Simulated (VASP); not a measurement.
Input of a VASP 6.6.1 run:

INCAR

```
SYSTEM = Rh
PREC = Accurate
ENCUT = 520
EDIFF = 1E-6
ISMEAR = -1
SIGMA = 0.05
LREAL = .False.
LASPH = .True.
NELM = 80
ALGO = Fast
ISIF = 2
LWAVE = .False.
LCHARG = .False.
GGA = PS
IVDW = 12
NBANDS = 14
```

Contents of KPOINTS:

```
regular mesh
0
Gamma
  12 12 12
  0 0 0
```

File POSCAR:

```
Rh
1.0
    0.0000000000      1.8741295743      1.8741295743
    1.8741295743      0.0000000000      1.8741295743
    1.8741295743      1.8741295743      0.0000000000
Rh
1
Direct
    0.0000000000      0.0000000000      0.0000000000
```

Potentials or basis: VASP PAW PBE potentials, release 64 (Rh_pv).

The run is started by

```bash
$ cat potpaw_PBE.64/Rh_pv/POTCAR > POTCAR
$ mpirun -np 1 vasp_std > vasp.out
```

Question: Estimate the pressure.

Answer: -0.1 GPa.

Question: What does it give for the dispersion energy per atom?

Answer: -0.635 eV.

Caveat: the PAW data sets were made with another functional, which shifts forces and pressure a little; pairwise dispersion overbinds metals, which lowers pressure and volume.
